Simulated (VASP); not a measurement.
YBe, 2 atoms in the cell. The structure is cubic, space group Fm-3m (No. 225). The conventional cell has a = 5.184 Å, b = 5.184 Å, c = 5.184 Å, α = 90.00°, β = 90.00°, γ = 90.00°. Y (site symmetry m-3m) has 6 Be at 2.59 Å within 3.4 Å. Be (site symmetry m-3m) has 6 Y at 2.59 Å within 3.4 Å. 

- Program: VASP 6.6.1
- Task: single point
- Functional: PBE
- Potentials or basis: VASP PAW PBE potentials, release 64 (Y_sv, Be)
- Cutoff: 520 eV
- k mesh: 6 × 6 × 6
- Occupations: gaussian, width 0.1 eV
- Spin: no spin polarisation
- Dipole correction: no
- Further INCAR settings: ALGO = Normal; EDIFF = 1e-06; NBANDS = 14

Potentials or basis: VASP PAW PBE potentials, release 64 (Y_sv, Be).

Launch:

```sh
$ cat potpaw_PBE.64/Y_sv/POTCAR potpaw_PBE.64/Be/POTCAR > POTCAR
$ mpirun -np 1 vasp_std > vasp.out
```

Hardware: 1 thread of Intel Xeon 6975P-C (shared host).

Question: Estimate the wall time of this run.

Answer: Run time: 10 s on 1 thread of Intel Xeon 6975P-C (shared host), peak memory 0.17 GiB. Counts: scf iterations 12, k points 16.
